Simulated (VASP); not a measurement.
**Bi: relaxation of cell and atoms with PBE**

Bi:

```
CELL_PARAMETERS angstrom
2.29892 -1.32728 4.12347
0.00000 2.65457 4.12347
-2.29892 -1.32728 4.12347
ATOMIC_POSITIONS crystal
Bi 0.23229 0.23229 0.23229
Bi 0.76771 0.76771 0.76771
```

```
Program                : VASP 6.6.1
Task                   : relaxation of cell and atoms
Functional             : PBE
Potentials or basis    : VASP PAW PBE potentials, release 64 (Bi_d)
Cutoff                 : 600 eV
k mesh                 : 10 × 10 × 10
Occupations            : fermi-dirac, width 0.05 eV
Spin                   : no spin polarisation
Target pressure        : -0.57 GPa
Dipole correction      : no
Further INCAR settings : ALGO = Normal; EDIFF = 1e-06; IBRION = 2; EDIFFG = -0.005; NSW = 32; ISIF = 3
```

```yaml
Relaxed_volume: 37.69 Å³/atom
Relaxed_cell: a = 4.902 Å, b = 4.902 Å, c = 4.902 Å, α = 55.91°, β = 55.91°, γ = 55.91°
Space_group_after_relaxing_to_0.05_Å: R-3m (No. 166)
Energy_change_on_relaxing_the_enthalpy_is_what_falls: -0.2 meV/atom
Ionic_steps: 4
Pressure_after_relaxing: -0.6 GPa
Band_gap_on_the_k_mesh: zero (band 15 reaches 5.57 eV, above the bottom of band 16 at 5.40 eV)
```

Step by step:
| step | energy change (eV) | largest force (eV/Å) | pressure (GPa) | volume (Å³) |
| --- | --- | --- | --- | --- |
| 1 | 0.0000 | 0.0070 | -0.58 | 75.49 |
| 2 | -0.0001 | 0.0046 | -0.60 | 75.48 |
| 3 | -0.0002 | 0.0010 | -0.58 | 75.43 |
| 4 | -0.0004 | 0.0005 | -0.57 | 75.38 |

Final structure:
```
Bi
1.0
     2.29785   -1.32666    4.12145
     0.00000    2.65333    4.12145
    -2.29785   -1.32666    4.12145
Bi
2
Direct
  0.23243 0.23243 0.23243
  0.76757 0.76757 0.76757
```

Levels at points of the mesh, in eV from the Fermi level:
| k point | band 12 | band 13 | band 14 | band 15 | band 16 | band 17 | band 18 | band 19 |
| --- | --- | --- | --- | --- | --- | --- | --- | --- |
| (0.00, 0.00, 0.00) | -7.71 | -1.48 | -1.04 | -1.04 | 2.28 | 2.79 | 2.79 | 5.67 |
| (0.50, 0.00, 0.00) | -10.30 | -1.47 | -1.18 | -0.33 | -0.19 | 0.58 | 1.19 | 7.17 |
| (0.50, 0.50, 0.00) | -9.47 | -4.29 | -2.80 | -2.59 | 2.39 | 4.56 | 5.25 | 6.14 |
| (0.50, 0.50, 0.50) | -9.68 | -0.89 | -0.53 | -0.53 | 0.81 | 0.88 | 0.88 | 6.67 |

Run time: 6.3 min on 1 thread of Oxide Virtual Turin-like Processor (shared host), peak memory 0.32 GiB.

Caveat: the cell is relaxed towards a set pressure, so the enthalpy falls and the energy may rise; spin-orbit coupling is left out, which moves the levels of the heavy elements.
